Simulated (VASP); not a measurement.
Wanted: the native input for a VASP 6.6.1 run.

| Quantity | Value |
| --- | --- |
| Task | relaxation of cell and atoms |
| Functional | PBE |
| Potentials or basis | VASP PAW PBE potentials, release 64 (Cd, Se) |
| Cutoff | 600 eV |
| k mesh | 10 × 10 × 10 |
| Occupations | gaussian, width 0.02 eV |
| Spin | no spin polarisation |
| Dipole correction | no |
| Further INCAR settings | ALGO = Normal; EDIFF = 1e-06; IBRION = 2; EDIFFG = -0.005; NSW = 100; ISIF = 3 |

The structure of CdSe lies in POSCAR:

```
CdSe
1.0
    0.0000000000      3.0702711986      3.0702711986
    3.0702711986      0.0000000000      3.0702711986
    3.0702711986      3.0702711986      0.0000000000
Cd Se
1 1
Direct
    0.0000000000      0.0000000000      0.0000000000
    0.7500000000      0.7500000000      0.7500000000
```

These files were run (other wordings do the same):

INCAR

```
SYSTEM = CdSe
PREC = Accurate ; ENCUT = 600
EDIFF = 1E-6 ; ISMEAR = 0
SIGMA = 0.02 ; LREAL = .False.
LASPH = .True. ; NELM = 100
ALGO = Normal ; ISIF = 3
LWAVE = .False. ; LCHARG = .False.
GGA = PE ; IBRION = 2
NSW = 100 ; EDIFFG = -0.005
```

KPOINTS

```
Automatic mesh
0
Gamma
  10 10 10
  0 0 0
```

Potentials or basis: VASP PAW PBE potentials, release 64 (Cd, Se).

The run is started by

```console
$ cat potpaw_PBE.64/Cd/POTCAR potpaw_PBE.64/Se/POTCAR > POTCAR
$ mpirun -np 1 vasp_std > vasp.out
```

It gave:

* Relaxed volume: 29.87 Å³/atom
* Relaxed cell: a = 4.388 Å, b = 4.388 Å, c = 4.388 Å, α = 60.00°, β = 60.00°, γ = 60.00°
* Space group after relaxing (to 0.05 Å): F-43m (No. 216)
* Energy gained by relaxing: 4.3 meV/atom
* Ionic steps: 3
* Pressure after relaxing: 0.0 GPa
* Band gap on the k mesh: 0.48 eV, direct

It took 43 s on 1 thread of Intel(R) Xeon(R) Platinum 8488C (Sapphire Rapids), with other jobs on the host, peak memory 0.24 GiB.
